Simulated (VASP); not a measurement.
# TaN (rocksalt type) (Fm-3m) in VASP: a series of runs, part 2 of 3

VASP 6.6.1. Earlier steps stand in the parts before.

**3. Single point, PBEsol (5.76 Å³/atom)**

INCAR reads:

```
SYSTEM = TaN
  ALGO = Normal
  EDIFF = 1E-6
  ENCUT = 520
  GGA = PS
  ISIF = 2
  ISMEAR = -1
  LASPH = .True.
  LCHARG = .False.
  LREAL = .False.
  LWAVE = .False.
  NBANDS = 15
  NELM = 80
  PREC = Accurate
  SIGMA = 0.08
```

KPOINTS reads:

```
k-points
0
Gamma
  15 15 15
  0 0 0
```

POSCAR reads:

```
TaN
1.0
    0.0000000000      1.7925070756      1.7925070756
    1.7925070756      0.0000000000      1.7925070756
    1.7925070756      1.7925070756      0.0000000000
Ta N
1 1
Direct
    0.0000000000      0.0000000000      0.0000000000
    0.5000000000      0.5000000000      0.5000000000
```

Potentials or basis: VASP PAW PBE potentials, release 64 (Ta_pv, N).

Launch:

```console
$ cat potpaw_PBE.64/Ta_pv/POTCAR potpaw_PBE.64/N/POTCAR > POTCAR
$ mpirun -np 1 vasp_std > vasp.out
```

OUTCAR:

```text
SYSTEM = TaN
   EDIFF = 1E-6
   ENCUT = 520
   GGA = PS
   ISIF = 2
   ISMEAR = -1
   LASPH = .True.
   LREAL = .False.
   NELM = 80
   PREC = Accurate

 ion  position               nearest neighbor table
   1  0.000  0.000  0.000-   2 1.79   2 1.79   2 1.79   2 1.79   2 1.79   2 1.79
   2  0.500  0.500  0.500-   1 1.79   1 1.79   1 1.79   1 1.79   1 1.79   1 1.79

  LATTYP: Found a face centered cubic cell.
 ALAT       =     3.5850141512

  Lattice vectors:

 A1 = (   0.0000000000,   1.7925070756,   1.7925070756)
 A2 = (   1.7925070756,   0.0000000000,   1.7925070756)
 A3 = (   1.7925070756,   1.7925070756,   0.0000000000)

Analysis of symmetry for initial positions (statically):
=====================================================================
 Subroutine PRICEL returns:
 Original cell was already a primitive cell.

 Routine SETGRP: Setting up the symmetry group for a
 face centered cubic supercell.

 Subroutine GETGRP returns: Found 48 space group operations
 (whereof 48 operations were pure point group operations)
 out of a pool of 48 trial point group operations.

The static configuration has the point symmetry O_h .

Analysis of symmetry for dynamics (positions and initial velocities):
=====================================================================
 Subroutine PRICEL returns:
 Original cell was already a primitive cell.

 Routine SETGRP: Setting up the symmetry group for a
 face centered cubic supercell.

 Subroutine GETGRP returns: Found 48 space group operations
 (whereof 48 operations were pure point group operations)
 out of a pool of 48 trial point group operations.

The dynamic configuration has the point symmetry O_h .

 Subroutine INISYM returns: Found 48 space group operations
 (whereof 48 operations are pure point group operations),
 and found     1 'primitive' translations

----------------------------------------------------------------------------------------

                                     Primitive cell

  volume of cell :      11.5189

  direct lattice vectors                    reciprocal lattice vectors
     0.000000000  1.792507076  1.792507076    -0.278938927  0.278938927  0.278938927
     1.792507076  0.000000000  1.792507076     0.278938927 -0.278938927  0.278938927
     1.792507076  1.792507076  0.000000000     0.278938927  0.278938927 -0.278938927

  length of vectors
     2.534987817  2.534987817  2.534987817     0.483136393  0.483136393  0.483136393

  position of ions in fractional coordinates (direct lattice)
     0.000000000  0.000000000  0.000000000
     0.500000000  0.500000000  0.500000000

  ion indices of the primitive-cell ions
   primitive index   ion index
                 1           1
                 2           2

----------------------------------------------------------------------------------------

 KPOINTS: k-points

Automatic generation of k-mesh.
 Grid dimensions read from file:
 generate k-points for:   15   15   15

 Generating k-lattice:

  Cartesian coordinates                     Fractional coordinates (reciprocal lattice)
[... 39 lines left out ...]
  0.133333  0.133333  0.000000      6.000000
  0.200000  0.133333  0.000000     24.000000
 [... further k-points ...]
   k-points           NKPTS =    120   k-points in BZ     NKDIM =    120   number of bands    NBANDS=     15
   number of dos      NEDOS =    301   number of ions     NIONS =      2
   total plane-waves  NPLWV =   8000
   dimension x,y,z NGX =    20 NGY =   20 NGZ =   20
   dimension x,y,z NGXF=    40 NGYF=   40 NGZF=   40
   ions per type =               1   1
   NGX,Y,Z   is equivalent  to a cutoff of  13.12, 13.12, 13.12 a.u.
   NGXF,Y,Z  is equivalent  to a cutoff of  26.23, 26.23, 26.23 a.u.
 SYSTEM =  TaN
   PREC   = accura    normal or accurate (medium, high low for compatibility)
   ISTART =      0    job   : 0-new  1-cont  2-samecut
   ICHARG =      2    charge: 1-file 2-atom 10-const
   ISPIN  =      1    spin polarized calculation?
   LNONCOLLINEAR =      F non collinear calculations
   LSORBIT =      F    spin-orbit coupling
   LASPH  =      T    aspherical Exc in radial PAW
   ENCUT  =  520.0 eV  38.22 Ry    6.18 a.u.   4.71  4.71  4.71*2*pi/ulx,y,z
   NELM   =     80;   NELMIN=  2; NELMDL= -5     # of ELM steps
   EDIFF  = 0.1E-05   stopping-criterion for ELM
   LREAL  =      F    real-space projection
   EDIFFG = 0.1E-04   stopping-criterion for IOM
   NSW    =      0    number of steps for IOM
   IBRION =     -1    ionic relax: 0-MD 1-quasi-New 2-CG
   NFREE  =      0    steps in history (QN), initial steepest desc. (CG)
   ISIF   =      2    stress and relaxation
   ISYM   =      2    0-nonsym 1-usesym 2-fastsym
   POTIM  = 0.5000    time-step for ionic-motion
   TEBEG  =    0.0;   TEEND  =   0.0 temperature during run
   PSTRESS=    0.0 pullay stress
   NELECT =      16.0000    total number of electrons
   NUPDOWN=      -1.0000    fix difference up-down
   EMIN   =  10.00;   EMAX   =-10.00  energy-range for DOS
   EFERMI =   0.00;   METHOD = LEGACY
   ISMEAR =    -1;   SIGMA  =   0.08  broadening in eV -4-tet -1-fermi 0-gaus
   EFERMI_NEDOS =   21; number of points for ismear=-14 and -15
   IALGO  =     38    algorithm
   IMIX   =      4    mixing-type and parameters
     AMIX     =   0.40;   BMIX     =  1.00
     AMIX_MAG =   1.60;   BMIX_MAG =  1.00
  volume/ion in A,a.u.               =       5.76        38.87
  Fermi-wavevector in a.u.,A,eV,Ry     =   1.826602  3.451777 45.395500  3.336475
  Thomas-Fermi vector in A             =   2.881880
   LORBIT       =      0    0 simple, 1 ext, 2 COOP (PROOUT), +10 PAW based schemes
   GGA     = PS    functional components
   LHFCALC =     F    Hartree Fock is set to
   AEXX    =    0.0000 exact exchange contribution
   IVDW    =     0    specifies the selected vdW correction
   LEPSILON=     F    determine dielectric tensor
   LRPA    =     F    only Hartree local field effects (RPA)
 non-spin polarized calculation
  energy-cutoff  :      520.00
  volume of cell :       11.52
 maximum number of plane-waves:       331
   NGX =  9   NGY =  9   NGZ =  9

 number of electron      15.9999997 magnetization

 Free energy of the ion-electron system (eV)
  ---------------------------------------------------
  ext. energy  EPLUGINS =         0.00000000
  ---------------------------------------------------
  free energy    TOTEN  =        -9.43229306 eV

  energy without entropy =       -9.42605570  energy(sigma->0) =       -9.42917438

 E-fermi :  17.5263     XC(G=0): -17.2584

 val. band max:       17.4446783621   @ k =   0.4000   0.0667   0.0000
 cond. band min:      17.5820702764   @ k =   0.2667   0.0667   0.0000
 fundamental gap:      0.1373919143
 Fermi energy:        17.5263310649

 k-point     1 :       0.0000    0.0000    0.0000
  band No.  band energies     occupation
      1     -16.8497      2.00000
      2     -16.8497      2.00000
      3     -16.8497      2.00000
      4      -5.5783      2.00000
      5      12.3459      2.00000
      6      12.3459      2.00000
      7      12.3459      2.00000
      8      12.9065      2.00000
      9      12.9065      2.00000
     10      12.9065      2.00000
     11      17.7510      0.11378
     12      17.7510      0.11378
     13      26.7203      0.00000
     14      27.0433      0.00000
[... 401 lines left out ...]
      2     -17.3942      2.00000
      3     -17.3178      2.00000
      4      -2.7654      2.00000
      5       6.0413      2.00000
      6       9.7352      2.00000
      7      10.3757      2.00000
      8      11.6930      2.00000
      9      17.4140      1.60557
     10      17.6832      0.24670
     11      19.8744      0.00000
     12      24.6871      0.00000
     13      29.8900      0.00000
     14      31.4019      0.00000
     15      32.3926      0.00000

 [... further k-points ...]

------------------------ aborting loop because EDIFF is reached ----------------------------------------

  FORCE on cell =-STRESS in cart. coord.  units (eV):
  Direction    XX          YY          ZZ          XY          YZ          ZX
  --------------------------------------------------------------------------------------
  -------------------------------------------------------------------------------------
  Total       56.9231712     56.9231712     56.9231712      0.0000000     -0.0000000      0.0000000
  in kB     7917.4811423   7917.4811423   7917.4811423      0.0000000     -0.0000000      0.0000000
  external PRESSURE =    7917.4811423 kB  Pullay stress =       0.0000000 kB

 VOLUME and BASIS-vectors are now :
 -----------------------------------------------------------------------------
  energy-cutoff  :      520.00
  volume of cell :       11.52
      direct lattice vectors                 reciprocal lattice vectors
     0.000000000  1.792507076  1.792507076    -0.278938927  0.278938927  0.278938927
     1.792507076  0.000000000  1.792507076     0.278938927 -0.278938927  0.278938927
     1.792507076  1.792507076  0.000000000     0.278938927  0.278938927 -0.278938927

 POSITION                                       TOTAL-FORCE (eV/Angst)
 -----------------------------------------------------------------------------------
      0.00000      0.00000      0.00000         0.000000     -0.000000      0.000000
      1.79251      1.79251      1.79251        -0.000000      0.000000     -0.000000
 -----------------------------------------------------------------------------------
    total drift:                                0.000000     -0.000000      0.000000

  FREE ENERGIE OF THE ION-ELECTRON SYSTEM (eV)
  ---------------------------------------------------
  free  energy   TOTEN  =        -9.4322930585 eV

  energy  without entropy=       -9.4260556950  energy(sigma->0) =       -9.42917438
```

OSZICAR:

```text
N       E                     dE             d eps       ncg     rms          rms(c)
DAV:   1     0.102644188581E+03    0.10264E+03   -0.85540E+03  3623   0.122E+03
DAV:   2    -0.116861034246E+02   -0.11433E+03   -0.10882E+03  4244   0.337E+02
DAV:   3    -0.137518713404E+02   -0.20658E+01   -0.20612E+01  3943   0.442E+01
DAV:   4    -0.137554158630E+02   -0.35445E-02   -0.35444E-02  4342   0.199E+00
DAV:   5    -0.137554222481E+02   -0.63851E-05   -0.63832E-05  3936   0.804E-02    0.815E+01
DAV:   6    -0.971974578808E+01    0.40357E+01   -0.47225E+00  4020   0.324E+01    0.368E+01
DAV:   7    -0.948885005522E+01    0.23090E+00   -0.71041E-01  4083   0.793E+00    0.161E+01
DAV:   8    -0.944338446321E+01    0.45466E-01   -0.70567E-02  4027   0.365E+00    0.437E+00
DAV:   9    -0.943250213467E+01    0.10882E-01   -0.12540E-02  4041   0.170E+00    0.861E-01
DAV:  10    -0.943229506564E+01    0.20707E-03   -0.36397E-04  3985   0.211E-01    0.946E-02
DAV:  11    -0.943229404340E+01    0.10222E-05   -0.41277E-05  4188   0.594E-02    0.364E-02
DAV:  12    -0.943229305848E+01    0.98493E-06   -0.91380E-07  2395   0.112E-02
   1 F= -.94322931E+01 E0= -.94291744E+01  d E =-.623736E-02
```

Run time: 8.5 s. Hardware: 1 thread of Intel Xeon 6975P-C (Granite Rapids), shared host; peak memory 0.14 GiB.

The run converged, but its numbers aren't listed here, since they failed a check.

Caveat: the cell stands under pressure; the PAW data sets were made with another functional, which shifts forces and pressure a little; spin-orbit coupling is left out, which moves the levels of the heavy elements.

(Continued in part 3 of 3.)
